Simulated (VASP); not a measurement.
# AlN (P6_3mc) in VASP: phonons with r2SCAN

Aim: the phonons of AlN with r2SCAN.

Program: VASP 6.6.1. These are calculated values, not measurements. Logs are shortened: lines on timing, memory, paths and dates and some standing lists are left out, and cuts for length are marked.

## (1) The cell of the first run

It takes space group P6_3mc (No. 186, hexagonal). The conventional cell has a = 3.107 Å, b = 3.107 Å, c = 4.978 Å, α = 90.00°, β = 90.00°, γ = 120.00°. Within 2.5 Å of Al (site symmetry 3m) lie 4 N at 1.89 to 1.90 Å. N (site symmetry 3m) has 4 Al at 1.89 to 1.90 Å within 2.5 Å.

## (2) Phonons, r2SCAN

The input, INCAR:

```
SYSTEM = AlN
  PREC = Accurate
  ENCUT = 520
  EDIFF = 1E-8
  ISMEAR = 0
  SIGMA = 0.01
  LREAL = .FALSE.
  LASPH = .TRUE.
  NELM = 100
  ALGO = Normal
  ISIF = 2
  LWAVE = .FALSE.
  LCHARG = .FALSE.
  METAGGA = R2SCAN
  LMIXTAU = .TRUE.
  NBANDS = 16
  IBRION = 6
  NFREE = 2
  POTIM = 0.015
  NSW = 1
```

The input, KPOINTS:

```
Automatic mesh
0
G
  9 9 6
  0 0 0
```

The input, POSCAR:

```
AlN
1.0
    3.1067211448      0.0000000000      0.0000000000
   -1.5533605724      2.6904994339      0.0000000000
    0.0000000000      0.0000000000      4.9784738546
Al N
2 2
Direct
    0.3333333333      0.6666666667     -0.0008045783
    0.6666666667      0.3333333333      0.4991954217
    0.3333333333      0.6666666667      0.3808045783
    0.6666666667      0.3333333333      0.8808045783
```

Potentials or basis: VASP PAW PBE potentials, release 64 (Al, N).

Started as:

```sh
> cat potpaw_PBE.64/Al/POTCAR potpaw_PBE.64/N/POTCAR > POTCAR
> mpirun -np 1 vasp_std > vasp.out
```

OUTCAR:

```text
SYSTEM = AlN
   PREC = Accurate
   ENCUT = 520
   EDIFF = 1E-8
   ISMEAR = 0
   LREAL = .FALSE.
   LASPH = .TRUE.
   NELM = 100
   ISIF = 2
   METAGGA = R2SCAN
   IBRION = 6
   NFREE = 2
   POTIM = 0.015
   NSW = 1

 ion  position               nearest neighbor table
   1  0.333  0.667  0.999-   4 1.89   4 1.89   4 1.89   3 1.90   2 3.07   2 3.07   2 3.07   2 3.07
                             2 3.07   2 3.07
   2  0.667  0.333  0.499-   3 1.89   3 1.89   3 1.89   4 1.90   1 3.07   1 3.07   1 3.07   1 3.07
                             1 3.07   1 3.07
   3  0.333  0.667  0.381-   2 1.89   2 1.89   2 1.89   1 1.90
   4  0.667  0.333  0.881-   1 1.89   1 1.89   1 1.89   2 1.90

  LATTYP: Found a hexagonal cell.
 ALAT       =     3.1067211448
 C/A-ratio  =     1.6024849423

  Lattice vectors:

 A1 = (   3.1067211448,   0.0000000000,   0.0000000000)
 A2 = (  -1.5533605724,   2.6904994339,   0.0000000000)
 A3 = (   0.0000000000,   0.0000000000,   4.9784738546)

Analysis of symmetry for initial positions (statically):
=====================================================================
 Subroutine PRICEL returns:
 Original cell was already a primitive cell.

 Routine SETGRP: Setting up the symmetry group for a
 hexagonal supercell.

 Subroutine GETGRP returns: Found 12 space group operations
 (whereof  6 operations were pure point group operations)
 out of a pool of 24 trial point group operations.

The static configuration has the point symmetry C_3v.
 The point group associated with its full space group is C_6v.

Analysis of symmetry for dynamics (positions and initial velocities):
=====================================================================
 Subroutine PRICEL returns:
 Original cell was already a primitive cell.

 Routine SETGRP: Setting up the symmetry group for a
 hexagonal supercell.

 Subroutine GETGRP returns: Found 12 space group operations
 (whereof  6 operations were pure point group operations)
 out of a pool of 24 trial point group operations.

The dynamic configuration has the point symmetry C_3v.
 The point group associated with its full space group is C_6v.

 Subroutine INISYM returns: Found 12 space group operations
 (whereof  6 operations are pure point group operations),
 and found     1 'primitive' translations

----------------------------------------------------------------------------------------

                                     Primitive cell

  volume of cell :      41.6132

  direct lattice vectors                    reciprocal lattice vectors
     3.106721145  0.000000000  0.000000000     0.321882768  0.185839102  0.000000000
    -1.553360572  2.690499434  0.000000000     0.000000000  0.371678205  0.000000000
     0.000000000  0.000000000  4.978473855     0.000000000  0.000000000  0.200864769

  length of vectors
     3.106721145  3.106721145  4.978473855     0.371678205  0.371678205  0.200864769

  position of ions in fractional coordinates (direct lattice)
     0.333333333  0.666666667  0.999195422
     0.666666667  0.333333333  0.499195422
     0.333333333  0.666666667  0.380804578
     0.666666667  0.333333333  0.880804578

  ion indices of the primitive-cell ions
   primitive index   ion index
                 1           1
                 2           2
                 3           3
                 4           4

----------------------------------------------------------------------------------------

 KPOINTS: Automatic mesh

Automatic generation of k-mesh.
 Grid dimensions read from file:
 generate k-points for:    9    9    6

 Generating k-lattice:

  Cartesian coordinates                     Fractional coordinates (reciprocal lattice)
     0.035764752  0.020648789  0.000000000     0.111111111  0.000000000  0.000000000
     0.000000000  0.041297578  0.000000000     0.000000000  0.111111111  0.000000000
     0.000000000  0.000000000  0.033477461     0.000000000  0.000000000  0.166666667

  Length of vectors
     0.041297578  0.041297578  0.033477461

  Shift w.r.t. Gamma in fractional coordinates (k-lattice)
     0.000000000  0.000000000  0.000000000

 Subroutine IBZKPT returns following result:
 ===========================================

 Found     48 irreducible k-points:

 Following reciprocal coordinates:
            Coordinates               Weight
  0.000000  0.000000  0.000000      1.000000
  0.111111  0.000000  0.000000      6.000000
  0.222222  0.000000  0.000000      6.000000
  0.333333  0.000000  0.000000      6.000000
  0.444444  0.000000  0.000000      6.000000
  0.111111  0.111111  0.000000      6.000000
[... 16 lines left out ...]
  0.333333  0.222222  0.166667     24.000000
  0.333333  0.333333  0.166667      4.000000
 [... further k-points ...]
   k-points           NKPTS =     48   k-points in BZ     NKDIM =     48   number of bands    NBANDS=     16
   number of dos      NEDOS =    301   number of ions     NIONS =      4
   total plane-waves  NPLWV =  23040
   dimension x,y,z NGX =    24 NGY =   24 NGZ =   40
   dimension x,y,z NGXF=    48 NGYF=   48 NGZF=   80
   ions per type =               2   2
   NGX,Y,Z   is equivalent  to a cutoff of  12.84, 12.84, 13.36 a.u.
   NGXF,Y,Z  is equivalent  to a cutoff of  25.69, 25.69, 26.71 a.u.
 SYSTEM =  AlN
   PREC   = accura    normal or accurate (medium, high low for compatibility)
   ISTART =      0    job   : 0-new  1-cont  2-samecut
   ICHARG =      2    charge: 1-file 2-atom 10-const
   ISPIN  =      1    spin polarized calculation?
   LNONCOLLINEAR =      F non collinear calculations
   LSORBIT =      F    spin-orbit coupling
   LASPH  =      T    aspherical Exc in radial PAW
   ENCUT  =  520.0 eV  38.22 Ry    6.18 a.u.   5.78  5.78  9.26*2*pi/ulx,y,z
   NELM   =    100;   NELMIN=  2; NELMDL= -5     # of ELM steps
   EDIFF  = 0.1E-07   stopping-criterion for ELM
   LREAL  =      F    real-space projection
   EDIFFG = 0.1E-06   stopping-criterion for IOM
   NSW    =     85    number of steps for IOM
   IBRION =      6    ionic relax: 0-MD 1-quasi-New 2-CG
   NFREE  =      2    steps in history (QN), initial steepest desc. (CG)
   ISIF   =      2    stress and relaxation
   ISYM   =      2    0-nonsym 1-usesym 2-fastsym
   POTIM  = 0.0150    time-step for ionic-motion
   TEBEG  =    0.0;   TEEND  =   0.0 temperature during run
   PSTRESS=    0.0 pullay stress
   NELECT =      16.0000    total number of electrons
   NUPDOWN=      -1.0000    fix difference up-down
   EMIN   =  10.00;   EMAX   =-10.00  energy-range for DOS
   EFERMI =   0.00;   METHOD = LEGACY
   ISMEAR =     0;   SIGMA  =   0.01  broadening in eV -4-tet -1-fermi 0-gaus
   EFERMI_NEDOS =   21; number of points for ismear=-14 and -15
   IALGO  =     38    algorithm
   IMIX   =      4    mixing-type and parameters
     AMIX     =   0.40;   BMIX     =  1.00
     AMIX_MAG =   1.60;   BMIX_MAG =  1.00
  volume/ion in A,a.u.               =      10.40        70.20
  Fermi-wavevector in a.u.,A,eV,Ry     =   1.190431  2.249589 19.281181  1.417127
  Thomas-Fermi vector in A             =   2.326516
   LORBIT       =      0    0 simple, 1 ext, 2 COOP (PROOUT), +10 PAW based schemes
   METAGGA = R2SCAN    functional components
   LHFCALC =     F    Hartree Fock is set to
   AEXX    =    0.0000 exact exchange contribution
   IVDW    =     0    specifies the selected vdW correction
   LEPSILON=     F    determine dielectric tensor
   LRPA    =     F    only Hartree local field effects (RPA)
 finite differences with symmetry
 non-spin polarized calculation
 Gauss-broadening in eV      SIGMA  =   0.01
  energy-cutoff  :      520.00
  volume of cell :       41.61
 maximum number of plane-waves:      1152
 NGX is ok and might be reduce to    24
   NGX = 11   NGY = 11   NGZ = 19

--------------------------------------- Ionic step        1  -------------------------------------------

 number of electron      15.9999996 magnetization

 Free energy of the ion-electron system (eV)
  ---------------------------------------------------
  ext. energy  EPLUGINS =         0.00000000
  ---------------------------------------------------
  free energy    TOTEN  =       -38.45642759 eV

  energy without entropy =      -38.45642759  energy(sigma->0) =      -38.45642759

------------------------ aborting loop because EDIFF is reached ----------------------------------------

  FORCE on cell =-STRESS in cart. coord.  units (eV):
  Direction    XX          YY          ZZ          XY          YZ          ZX
  --------------------------------------------------------------------------------------
  -------------------------------------------------------------------------------------
  Total       -0.1027029     -0.1027029     -0.0952301      0.0000000      0.0000000      0.0000000
  in kB       -3.9542309     -3.9542309     -3.6665152      0.0000000      0.0000000      0.0000000
  external PRESSURE =      -3.8583257 kB  Pullay stress =       0.0000000 kB
[... 291 lines left out ...]
--------------------------------------- Ionic step        9  -------------------------------------------

 number of electron      15.9999997 magnetization

 Free energy of the ion-electron system (eV)
  ---------------------------------------------------
  ext. energy  EPLUGINS =         0.00000000
  ---------------------------------------------------
  free energy    TOTEN  =       -38.45410713 eV

  energy without entropy =      -38.45410713  energy(sigma->0) =      -38.45410713

 E-fermi :   6.0221     XC(G=0): -11.4165

 val. band max:        5.8926080250   @ k =   0.0000   0.0000   0.0000
 cond. band min:      10.8358711986   @ k =   0.0000   0.0000   0.0000
 fundamental gap:      4.9432631736
 Fermi energy:         6.0221239427

 k-point     1 :       0.0000    0.0000    0.0000
  band No.  band energies     occupation
      1     -10.0624      2.00000
      2      -7.9394      2.00000
      3      -0.1597      2.00000
      4       5.0442      2.00000
      5       5.0442      2.00000
      6       5.7054      2.00000
[... 433 lines left out ...]
      3       1.1511      2.00000
      4       1.7184      2.00000
      5       1.7289      2.00000
      6       3.1737      2.00000
[... 8 lines left out ...]
     15      20.0009      0.00000
     16      22.1645      0.00000

 [... further k-points ...]

------------------------ aborting loop because EDIFF is reached ----------------------------------------

  FORCE on cell =-STRESS in cart. coord.  units (eV):
  Direction    XX          YY          ZZ          XY          YZ          ZX
  --------------------------------------------------------------------------------------
  -------------------------------------------------------------------------------------
  Total       -0.1834921     -0.1834921      0.0979828     -0.0000000      0.0000000      0.0000000
  in kB       -7.0647447     -7.0647447      3.7724971     -0.0000000      0.0000000      0.0000000
  external PRESSURE =      -3.4523308 kB  Pullay stress =       0.0000000 kB
[... 19 lines left out ...]
  FREE ENERGIE OF THE ION-ELECTRON SYSTEM (eV)
  ---------------------------------------------------
  free  energy   TOTEN  =       -38.4541071264 eV

  energy  without entropy=      -38.4541071264  energy(sigma->0) =      -38.45410713

 INTERNAL STRAIN TENSORS FROM DISPLACED ATOMS
 ============================================

 INTERNAL STRAIN TENSOR FOR ION    1 for displacements in x,y,z  (eV/Angst):
          X           Y           Z          XY          YZ          ZX
  --------------------------------------------------------------------------------
  x     0.00000     0.00000    -0.00000    -8.90372     0.00000    -5.26000
  y    -8.90372     8.90372     0.00000     0.00000    -5.26000     0.00000
  z    -5.49530    -5.49530    12.19619     0.00000    -0.00000     0.00000

 INTERNAL STRAIN TENSOR FOR ION    4 for displacements in x,y,z  (eV/Angst):
          X           Y           Z          XY          YZ          ZX
  --------------------------------------------------------------------------------
  x     0.00000     0.00000     0.00000    10.67045     0.00000     5.26114
  y    10.67045   -10.67045     0.00000     0.00000     5.26115    -0.00000
  z     5.49014     5.49014   -12.27059     0.00000     0.00000     0.00000

 Eigenvectors and eigenvalues of the dynamical matrix
 ----------------------------------------------------

   1 f  =   22.241510 THz   139.747527 2PiTHz  741.896906 cm-1    91.983452 meV
             X         Y         Z           dx          dy          dz
     -0.000000  1.793666  4.974468    -0.000000   -0.000000   -0.018975
      1.553361  0.896833  2.485231    -0.000000   -0.000000    0.018975
     -0.000000  1.793666  1.895826     0.000000    0.000000   -0.706852
      1.553361  0.896833  4.385063     0.000000    0.000000    0.706852
[... 71 lines left out ...]
  12 f/i=    0.020151 THz     0.126613 2PiTHz    0.672170 cm-1     0.083338 meV
             X         Y         Z           dx          dy          dz
     -0.000000  1.793666  4.974468     0.000000   -0.000000   -0.574188
      1.553361  0.896833  2.485231     0.000000   -0.000000   -0.574188
     -0.000000  1.793666  1.895826     0.000000   -0.000000   -0.412685
      1.553361  0.896833  4.385063     0.000000   -0.000000   -0.412685

 ELASTIC MODULI CONTR FROM IONIC RELAXATION (kBar)
 Direction    XX          YY          ZZ          XY          YZ          ZX
 --------------------------------------------------------------------------------
 XX        -697.3773    345.5131    391.8374      0.0000      0.0000     -0.0000
 YY         345.5131   -697.3773    391.8374     -0.0000      0.0000      0.0000
 ZZ         391.8374    391.8374   -872.7037      0.0000     -0.0000     -0.0000
 XY           0.0000     -0.0000      0.0000   -521.4452      0.0000      0.0000
 YZ          -0.0000      0.0000     -0.0000      0.0000   -135.6802      0.0000
 ZX          -0.0000      0.0000     -0.0000      0.0000      0.0000   -135.6800
 --------------------------------------------------------------------------------
```

Run time: 12 min. Hardware: 1 thread of Intel Xeon 6975P-C (Granite Rapids), shared host; peak memory 0.35 GiB.

Results:

```
Highest phonon frequency at Γ, LO-TO splitting left out : 742 cm⁻¹
```

Phonon frequencies in cm⁻¹ (negative: imaginary):
```tsv
q point	frequencies
(0.000, 0.000, 0.000)	-1 0 0 250 250 558 624 668 668 681 681 742
```

Caveat: the PAW data sets were made with another functional, which shifts forces and pressure a little.
